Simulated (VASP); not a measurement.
# ZnSe3 (P6_3/mmc) in VASP: notebook

The runs below take ZnSe3 through single point, relaxation of cell and atoms, with PBE.

Program: VASP 6.6.1. These are calculated values, not measurements. Logs are shortened: lines on timing, memory, paths and dates and some standing lists are left out, and cuts for length are marked.

## (1) The cell of the first run

Symmetry: P6_3/mmc, No. 194, hexagonal system. The conventional cell has a = 6.271 Å, b = 6.271 Å, c = 4.667 Å, α = 90.00°, β = 90.00°, γ = 120.00°. Within 3.8 Å of Zn (site symmetry -6m2) lie 12 Se at 2.89 to 3.14 Å. Within 3.8 Å of Se (site symmetry mm2) lie 4 Zn at 2.89 to 3.14 Å and 8 Se at 2.95 to 3.32 Å.

## (2) Single point, PBE

The input, INCAR:

```
PREC = Accurate
ENCUT = 520
EDIFF = 1E-6
ISMEAR = 0
SIGMA = 0.1
LREAL = F
LASPH = T
NELM = 80
ALGO = Normal
ISIF = 2
LWAVE = F
LCHARG = T
GGA = PE
LELF = T
LVHAR = T
NBANDS = 40
```

The input, KPOINTS:

```
Automatic mesh
0
Gamma
  3 3 4
```

The input, POSCAR:

```
ZnSe3
1.0
    6.2711014769      0.0000000000      0.0000000000
   -3.1355507385      5.4309331887      0.0000000000
    0.0000000000      0.0000000000      4.6665778580
Zn Se
2 6
Direct
    0.3333333333      0.6666666667      0.2500000000
    0.6666666667      0.3333333333      0.7500000000
    0.8233865561      0.6467731122      0.2500000000
    0.1766134439      0.8233865561      0.7500000000
    0.3532268878      0.1766134439      0.2500000000
    0.1766134439      0.3532268878      0.7500000000
    0.8233865561      0.1766134439      0.2500000000
    0.6467731122      0.8233865561      0.7500000000
```

Potentials or basis: VASP PAW PBE potentials, release 64 (Zn, Se).

Command:

```console
$ cat potpaw_PBE.64/Zn/POTCAR potpaw_PBE.64/Se/POTCAR > POTCAR
$ mpirun -np 1 vasp_std > vasp.out
```

OUTCAR:

```text
PREC = Accurate
   ENCUT = 520
   EDIFF = 1E-6
   ISMEAR = 0
   LREAL = F
   LASPH = T
   NELM = 80
   ISIF = 2
   GGA = PE

 ion  position               nearest neighbor table
   1  0.333  0.667  0.250-   4 2.89   4 2.89   8 2.89   8 2.89   6 2.89   6 2.89
   2  0.667  0.333  0.750-   7 2.89   7 2.89   5 2.89   5 2.89   3 2.89   3 2.89
   3  0.823  0.647  0.250-   2 2.89   2 2.89
   4  0.177  0.823  0.750-   1 2.89   1 2.89
   5  0.353  0.177  0.250-   2 2.89   2 2.89
   6  0.177  0.353  0.750-   1 2.89   1 2.89
   7  0.823  0.177  0.250-   2 2.89   2 2.89
   8  0.647  0.823  0.750-   1 2.89   1 2.89

  LATTYP: Found a hexagonal cell.
 ALAT       =     6.2711014769
 C/A-ratio  =     0.7441400646

  Lattice vectors:

 A1 = (   6.2711014769,   0.0000000000,   0.0000000000)
 A2 = (  -3.1355507385,   5.4309331887,   0.0000000000)
 A3 = (   0.0000000000,   0.0000000000,   4.6665778580)

Analysis of symmetry for initial positions (statically):
=====================================================================
 Subroutine PRICEL returns:
 Original cell was already a primitive cell.

 Routine SETGRP: Setting up the symmetry group for a
 hexagonal supercell.

 Subroutine GETGRP returns: Found 24 space group operations
 (whereof 12 operations were pure point group operations)
 out of a pool of 24 trial point group operations.

The static configuration has the point symmetry D_3d.
 The point group associated with its full space group is D_6h.

Analysis of symmetry for dynamics (positions and initial velocities):
=====================================================================
 Subroutine PRICEL returns:
 Original cell was already a primitive cell.

 Routine SETGRP: Setting up the symmetry group for a
 hexagonal supercell.

 Subroutine GETGRP returns: Found 24 space group operations
 (whereof 12 operations were pure point group operations)
 out of a pool of 24 trial point group operations.

The dynamic configuration has the point symmetry D_3d.
 The point group associated with its full space group is D_6h.

 Subroutine INISYM returns: Found 24 space group operations
 (whereof 12 operations are pure point group operations),
 and found     1 'primitive' translations

----------------------------------------------------------------------------------------

[... 92 lines left out ...]
   IBRION =     -1    ionic relax: 0-MD 1-quasi-New 2-CG
   NFREE  =      0    steps in history (QN), initial steepest desc. (CG)
   ISIF   =      2    stress and relaxation
   ISYM   =      2    0-nonsym 1-usesym 2-fastsym
   POTIM  = 0.5000    time-step for ionic-motion
   TEBEG  =    0.0;   TEEND  =   0.0 temperature during run
   PSTRESS=    0.0 pullay stress
   NELECT =      60.0000    total number of electrons
   NUPDOWN=      -1.0000    fix difference up-down
   EMIN   =  10.00;   EMAX   =-10.00  energy-range for DOS
   EFERMI =   0.00;   METHOD = LEGACY
   ISMEAR =     0;   SIGMA  =   0.10  broadening in eV -4-tet -1-fermi 0-gaus
   EFERMI_NEDOS =   21; number of points for ismear=-14 and -15
   IALGO  =     38    algorithm
   IMIX   =      4    mixing-type and parameters
     AMIX     =   0.40;   BMIX     =  1.00
     AMIX_MAG =   1.60;   BMIX_MAG =  1.00
  volume/ion in A,a.u.               =      19.87       134.07
  Fermi-wavevector in a.u.,A,eV,Ry     =   1.183186  2.235897 19.047188  1.399929
  Thomas-Fermi vector in A             =   2.319425
   LORBIT       =      0    0 simple, 1 ext, 2 COOP (PROOUT), +10 PAW based schemes
   GGA     = PE    functional components
   LHFCALC =     F    Hartree Fock is set to
   AEXX    =    0.0000 exact exchange contribution
   IVDW    =     0    specifies the selected vdW correction
   LEPSILON=     F    determine dielectric tensor
   LRPA    =     F    only Hartree local field effects (RPA)
 non-spin polarized calculation
 Gauss-broadening in eV      SIGMA  =   0.10
  energy-cutoff  :      520.00
  volume of cell :      158.93
 maximum number of plane-waves:      4302
 NGX is ok and might be reduce to    48
   NGX = 23   NGY = 23   NGZ = 17

 number of electron      59.9999964 magnetization

 Free energy of the ion-electron system (eV)
  ---------------------------------------------------
  ext. energy  EPLUGINS =         0.00000000
  ---------------------------------------------------
  free energy    TOTEN  =       -19.75199837 eV

  energy without entropy =      -19.72284151  energy(sigma->0) =      -19.73741994

 E-fermi :   4.6840     XC(G=0): -10.5593

 val. band max:        4.6747127373   @ k =   0.3333  -0.0000   0.2500
 cond. band min:       4.8606477225   @ k =   0.3333  -0.0000   0.0000
 fundamental gap:      0.1859349852
 Fermi energy:         4.6840451143

 k-point     1 :       0.0000    0.0000    0.0000
  band No.  band energies     occupation
      1     -10.8901      2.00000
      2      -8.4459      2.00000
      3      -8.4459      2.00000
      4      -8.2897      2.00000
      5      -7.2739      2.00000
      6      -7.2739      2.00000
[... 376 lines left out ...]
     39       9.8417      0.00000
     40       9.8417      0.00000

------------------------ aborting loop because EDIFF is reached ----------------------------------------

  FORCE on cell =-STRESS in cart. coord.  units (eV):
  Direction    XX          YY          ZZ          XY          YZ          ZX
  --------------------------------------------------------------------------------------
  -------------------------------------------------------------------------------------
  Total        0.1350621      0.1350621     -0.2179937     -0.0000000      0.0000000      0.0000000
  in kB        1.3615305      1.3615305     -2.1975445     -0.0000000      0.0000000      0.0000000
  external PRESSURE =       0.1751722 kB  Pullay stress =       0.0000000 kB

 VOLUME and BASIS-vectors are now :
 -----------------------------------------------------------------------------
  energy-cutoff  :      520.00
  volume of cell :      158.93
      direct lattice vectors                 reciprocal lattice vectors
     6.271101477  0.000000000  0.000000000     0.159461620  0.092065209  0.000000000
    -3.135550739  5.430933189  0.000000000     0.000000000  0.184130418  0.000000000
     0.000000000  0.000000000  4.666577858     0.000000000  0.000000000  0.214289792

 POSITION                                       TOTAL-FORCE (eV/Angst)
 -----------------------------------------------------------------------------------
     -0.00000      3.62062      1.16664        -0.000000      0.000000      0.000000
      3.13555      1.81031      3.49993        -0.000000      0.000000      0.000000
      3.13555      3.51258      1.16664        -0.000000      0.006208     -0.000000
     -1.47421      4.47176      3.49993        -0.005377      0.003104      0.000000
      1.66134      0.95918      1.16664        -0.005377     -0.003104      0.000000
     -0.00000      1.91835      3.49993         0.000000     -0.006208     -0.000000
      4.60976      0.95918      1.16664         0.005377     -0.003104      0.000000
      1.47421      4.47176      3.49993         0.005377      0.003104     -0.000000
 -----------------------------------------------------------------------------------
    total drift:                                0.000000     -0.000000      0.000000

  FREE ENERGIE OF THE ION-ELECTRON SYSTEM (eV)
  ---------------------------------------------------
  free  energy   TOTEN  =       -19.7519983682 eV

  energy  without entropy=      -19.7228415075  energy(sigma->0) =      -19.73741994
```

stdout:

```text
POSCAR found type information on POSCAR ZnSe
 POSCAR found :  2 types and       8 ions
 scaLAPACK will be used
 LDA part: xc-table for (Slater+PW92), standard interpolation
 POSCAR, INCAR and KPOINTS ok, starting setup
 FFT: planning ... GRIDC
 FFT: planning ... GRID_SOFT
 FFT: planning ... GRID
 WAVECAR not read
 entering main loop
```

Run time: 35 s. Hardware: 1 thread of Intel Xeon Platinum 8559C (Emerald Rapids), shared host; peak memory 0.28 GiB.

What came out:

| Property | Result |
| --- | --- |
| Free energy | -19.7520 eV |
| Pressure | 0.0 GPa |
| Largest force | 0.006 eV/Å |
| Band gap on the k mesh | zero (bands 30 and 31 overlap by 1.02 eV) |

Forces on the atoms (eV/Å):
```
Zn   0.000  0.000  0.000
Zn   0.000  0.000  0.000
Se   0.000  0.006  0.000
Se  -0.005  0.003  0.000
Se  -0.005 -0.003  0.000
Se   0.000 -0.006  0.000
Se   0.005 -0.003  0.000
Se   0.005  0.003  0.000
```

Stress tensor (GPa, compression positive):
```
 0.14  0.00  0.00
 0.00  0.14  0.00
 0.00  0.00 -0.22
```

Caveat: the k points lie up to 0.39 Å⁻¹ apart, too coarse for converged energies and pressures of a metal.

## (3) Single point, PBE

This run uses another cell than the first one, of 21.23 Å³/atom.

The input, INCAR:

```
ALGO = Normal
EDIFF = 1E-6
ENCUT = 520
GGA = PE
ISIF = 2
ISMEAR = 0
LASPH = T
LCHARG = F
LREAL = F
LWAVE = F
NBANDS = 40
NELM = 80
PREC = Accurate
SIGMA = 0.1
```

The input, KPOINTS:

```
k-points
0
Gamma
  6 6 8
```

The input, POSCAR:

```
ZnSe3
1.0
    7.3951453132      0.0000000000      0.0000000000
   -3.6975726566      6.4043837059      0.0000000000
    0.0000000000      0.0000000000      3.5853813950
Zn Se
2 6
Direct
    0.3333333333      0.6666666667      0.2500000000
    0.6666666667      0.3333333333      0.7500000000
    0.8247264294      0.6494528588      0.2500000000
    0.1752735706      0.8247264294      0.7500000000
    0.3505471412      0.1752735706      0.2500000000
    0.1752735706      0.3505471412      0.7500000000
    0.8247264294      0.1752735706      0.2500000000
    0.6494528588      0.8247264294      0.7500000000
```

Potentials or basis: VASP PAW PBE potentials, release 64 (Zn, Se).

Command:

```console
$ cat potpaw_PBE.64/Zn/POTCAR potpaw_PBE.64/Se/POTCAR > POTCAR
$ mpirun -np 1 vasp_std > vasp.out
```

Run time: 2.2 min. Hardware: 1 thread of Intel Xeon Platinum 8559C (Emerald Rapids), shared host; peak memory 0.38 GiB.

It converged, with:

```yaml
Free_energy: -22.0992 eV
Pressure: 0.1 GPa
Largest_force: 0.008 eV/Å
Band_gap_on_the_k_mesh: zero (bands 30 and 31 overlap by 1.20 eV)
```

Forces in eV/Å, atoms in the order of the input:
```
Zn   0.000  0.000  0.000
Zn   0.000  0.000  0.000
Se   0.000  0.008  0.000
Se  -0.007  0.004  0.000
Se  -0.007 -0.004  0.000
Se   0.000 -0.008  0.000
Se   0.007 -0.004  0.000
Se   0.007  0.004  0.000
```

Levels at points of the mesh, in eV from the Fermi level:
```
           k point  band 26  band 27  band 28  band 29  band 30  band 31  band 32  band 33  band 34  band 35
(0.00, 0.00, 0.00)    -1.61    -1.04    -1.04     0.23     0.23     0.40     0.57     0.57     1.81     2.70
(0.50, 0.00, 0.00)    -1.65    -1.12    -0.52    -0.28    -0.14     0.35     0.53     1.53     1.93     3.19
(0.00, 0.00, 0.50)    -1.52    -0.64    -0.64    -0.64    -0.64     0.41     0.41     0.41     0.41     2.66
(0.50, 0.00, 0.50)    -2.55    -1.30    -1.30    -1.16    -1.16    -0.76    -0.76     0.98     0.98     2.85
```

## (4) Relaxation of cell and atoms, PBE

This run uses another cell than the first one, of 23.44 Å³/atom.

The input, INCAR:

```
SYSTEM = ZnSe3
PREC = Accurate
ENCUT = 600
EDIFF = 1E-7
ISMEAR = 0
SIGMA = 0.1
LREAL = .False.
LASPH = .True.
NELM = 80
ALGO = Normal
ISIF = 3
LWAVE = .False.
LCHARG = .False.
GGA = PE
IBRION = 2
NSW = 90
EDIFFG = -0.04
```

The input, KPOINTS:

```
Automatic mesh
0
Gamma
  3 3 4
  0 0 0
```

The input, POSCAR:

```
ZnSe3
1.0
    6.4617972352      0.0000000000      0.0000000000
   -3.2308986176      5.5960805598      0.0000000000
    0.0000000000      0.0000000000      5.1865892869
Zn Se
2 6
Direct
    0.3333333333      0.6666666667      0.2500000000
    0.6666666667      0.3333333333      0.7500000000
    0.8330000000      0.6660000000      0.2500000000
    0.1670000000      0.8330000000      0.7500000000
    0.3340000000      0.1670000000      0.2500000000
    0.1670000000      0.3340000000      0.7500000000
    0.8330000000      0.1670000000      0.2500000000
    0.6660000000      0.8330000000      0.7500000000
```

Command:

```console
$ cat potpaw_PBE.64/Zn/POTCAR potpaw_PBE.64/Se/POTCAR > POTCAR
$ mpirun -np 1 vasp_std > vasp.out
```

It took 30 min on 1 thread of Intel Xeon Platinum 8559C (Emerald Rapids), shared host; peak memory 0.39 GiB.

It converged, with:

| Property | Result |
| --- | --- |
| Free energy | -22.0256 eV |
| Relaxed volume | 21.40 Å³/atom |
| Relaxed cell | a = 7.439 Å, b = 7.439 Å, c = 3.572 Å, α = 90.00°, β = 90.00°, γ = 120.00° |
| Space group after relaxing (to 0.1 Å) | P6_3/mmc (No. 194) |
| Energy gained by relaxing | 422.6 meV/atom |
| Ionic steps | 33 |
| Pressure after relaxing | -0.1 GPa |
| Largest force after relaxing | 0.029 eV/Å |
| Band gap on the k mesh | zero (bands 30 and 31 overlap by 0.92 eV) |

Forces in eV/Å, atoms in the order of the input:
```
Zn   0.000  0.000  0.000
Zn   0.000  0.000  0.000
Se   0.000 -0.029  0.000
Se   0.025 -0.014  0.000
Se   0.025  0.014  0.000
Se   0.000  0.029  0.000
Se  -0.025  0.014  0.000
Se  -0.025 -0.014  0.000
```

Stress tensor (GPa, compression positive):
```
-0.07  0.00  0.00
 0.00 -0.07  0.00
 0.00  0.00 -0.25
```

The path:
```
step  energy change (eV)  largest force (eV/Å)  pressure (GPa)  volume (Å³)
   1              0.0000                0.4258           -7.38       187.55
   2             -0.9575                0.4062           -1.04       159.69
   3             -0.9813                0.3890            0.57       155.69
   4             -1.0541                0.2272            0.56       155.95
   5             -1.0920                0.1106            0.80       156.16
   6             -1.0999                0.1499            1.81       156.41
   7             -1.2153                0.1528           -0.76       163.91
   8             -1.3263                0.1859           -5.88       187.11
   9             -1.3490                0.0659           -4.49       178.86
  10             -1.3584                0.0794           -4.61       179.55
  11             -1.3871                0.1276           -4.94       181.62
  12             -1.4435                0.1662           -5.59       185.75
  13             -1.5364                0.1185           -6.70       193.97
  14             -1.5693                0.0212           -8.35       210.22
  15             -1.5776                0.0696           -7.29       198.86
  16             -1.7474                0.0170           -7.48       200.90
  17             -2.1285                0.0502           -7.83       206.33
  18             -2.0849                0.0183           -7.15       213.82
  19             -2.2103                0.0607           -7.79       208.69
  20             -2.4787                0.0878           -7.14       203.28
  21             -3.0882                0.1520           -4.35       187.59
  22             -2.9979                0.3236            6.99       158.58
  23             -3.3087                0.1854           -0.79       175.12
  24             -3.3140                0.1942           -0.01       172.99
  25             -3.3135                0.1912           -0.27       173.66
  26             -3.3171                0.1862           -0.27       173.57
  27             -3.3274                0.1752           -0.24       173.30
  28             -3.3471                0.1585           -0.18       172.75
  29             -3.3773                0.0444           -0.04       171.66
  30             -3.3126                0.3733            0.49       169.45
  31             -3.3799                0.0103            0.00       171.32
  32             -3.3799                0.0208            0.01       171.26
  33             -3.3811                0.0286           -0.13       171.21
```

Final structure:
```yaml
crystal:
  lattice:
    - [7.43899, 0.00000, 0.00000]
    - [-3.71949, 6.44235, 0.00000]
    - [0.00000, 0.00000, 3.57239]
  atoms:
    - { symbol: Zn, position: [0.33333, 0.66667, 0.25000] }
    - { symbol: Zn, position: [0.66667, 0.33333, 0.75000] }
    - { symbol: Se, position: [0.82417, 0.64835, 0.25000] }
    - { symbol: Se, position: [0.17583, 0.82417, 0.75000] }
    - { symbol: Se, position: [0.35165, 0.17583, 0.25000] }
    - { symbol: Se, position: [0.17583, 0.35165, 0.75000] }
    - { symbol: Se, position: [0.82417, 0.17583, 0.25000] }
    - { symbol: Se, position: [0.64835, 0.82417, 0.75000] }
```

Levels at points of the mesh, in eV from the Fermi level:
| k point | band 26 | band 27 | band 28 | band 29 | band 30 | band 31 | band 32 | band 33 | band 34 | band 35 |
| --- | --- | --- | --- | --- | --- | --- | --- | --- | --- | --- |
| (0.00, 0.00, 0.00) | -1.55 | -1.10 | -1.10 | 0.23 | 0.23 | 0.38 | 0.52 | 0.52 | 1.78 | 2.61 |
| (0.00, 0.00, 0.50) | -1.57 | -0.69 | -0.69 | -0.69 | -0.69 | 0.31 | 0.31 | 0.31 | 0.31 | 2.57 |

Caveat: the k points lie up to 0.44 Å⁻¹ apart in the final cell, too coarse for converged energies and pressures of a metal; a cell axis changed by over 15 % at a fixed basis, so the end point is rough.

(Continued in part 2 of 2.)

The gap in the log of VASP goes by the Fermi energy; the results here count the filled bands.